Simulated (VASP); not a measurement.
## LaSc: single point with PBE

The system is LaSc.

```
La Sc
1.0
     3.94804    0.00000    0.00000
     0.00000    3.94804    0.00000
     0.00000    0.00000    3.94804
La Sc
1 1
Direct
  0.00000 0.00000 0.00000
  0.50000 0.50000 0.50000
```

```json
{
  "Program": "VASP 6.6.1",
  "Task": "single point",
  "Functional": "PBE",
  "Potentials or basis": "VASP PAW PBE potentials, release 64 (La, Sc_sv)",
  "Cutoff": "520 eV",
  "k mesh": "14 × 14 × 14",
  "Occupations": "gaussian, width 0.1 eV",
  "Spin": "no spin polarisation",
  "Dipole correction": "no",
  "Further INCAR settings": "ALGO = Normal; EDIFF = 1e-06; NBANDS = 18"
}
```

```
Pressure               : 0.0 GPa
Band gap on the k mesh : zero (band 11 reaches 6.62 eV, above the bottom of band 12 at 5.86 eV)
```

Levels at points of the mesh, in eV from the Fermi level:
| k point | band 8 | band 9 | band 10 | band 11 | band 12 | band 13 | band 14 | band 15 |
| --- | --- | --- | --- | --- | --- | --- | --- | --- |
| (0.00, 0.00, 0.00) | -16.00 | -4.05 | -1.55 | -1.55 | 1.34 | 1.34 | 1.34 | 2.20 |
| (0.50, 0.00, 0.00) | -15.97 | -1.71 | -1.06 | -0.03 | 0.29 | 1.16 | 1.16 | 1.44 |
| (0.50, 0.50, 0.00) | -15.91 | -2.39 | -1.23 | 0.08 | 0.08 | 1.38 | 1.38 | 2.17 |
| (0.50, 0.50, 0.50) | -16.40 | -0.91 | -0.91 | -0.91 | 0.89 | 0.89 | 0.89 | 1.64 |

Run time: 80 s on 1 thread of Intel(R) Xeon(R) 6975P-C (Granite Rapids) (shared host), peak memory 0.31 GiB.

Caveat: spin-orbit coupling is left out, which moves the levels of the heavy elements.
